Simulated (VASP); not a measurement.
## GaSb: single point with PBEsol-based global hybrid with 25 % exact exchange

GaSb:

```xyz
2
Lattice="-1.5559 2.6750 2.8933 1.5559 -2.6750 2.8933 1.5559 2.6750 -2.8933" Properties=species:S:1:pos:R:3 pbc="T T T"
Sb    0.0000    0.0000    2.8933
Ga    0.0000    0.0000    0.0000
```

```yaml
Program: VASP 6.6.1
Task: single point
Functional: PBEsol-based global hybrid with 25 % exact exchange
Potentials_or_basis: VASP PAW PBE potentials, release 64 (Sb, Ga_d)
Cutoff: 520 eV
k_mesh: 5 × 5 × 5
Occupations: fermi-dirac, width 0.05 eV
Spin: no spin polarisation
```

| Item | Value |
| --- | --- |
| Pressure | -4.5 GPa |
| Band gap on the k mesh | zero (bands 9 and 10 overlap by 4.48 eV) |

Stress tensor (GPa, compression positive):
```
-0.97  0.00  0.00
 0.00 -6.33  0.00
 0.00  0.00 -6.34
```

Levels at points of the mesh, in eV from the Fermi level:
| k point | band 6 | band 7 | band 8 | band 9 | band 10 | band 11 | band 12 | band 13 |
| --- | --- | --- | --- | --- | --- | --- | --- | --- |
| (0.00, 0.00, 0.00) | -13.72 | -3.63 | -2.74 | -2.27 | 4.11 | 6.55 | 7.40 | 8.95 |

Run time: 74 min on 1 thread of Intel Xeon 8259CL, on a shared host, peak memory 0.21 GiB.

Caveat: the k points lie up to 0.46 Å⁻¹ apart, too coarse for converged energies and pressures of a metal; the PAW data sets were made with another functional, which shifts forces and pressure a little; spin-orbit coupling is left out, which moves the levels of the heavy elements.
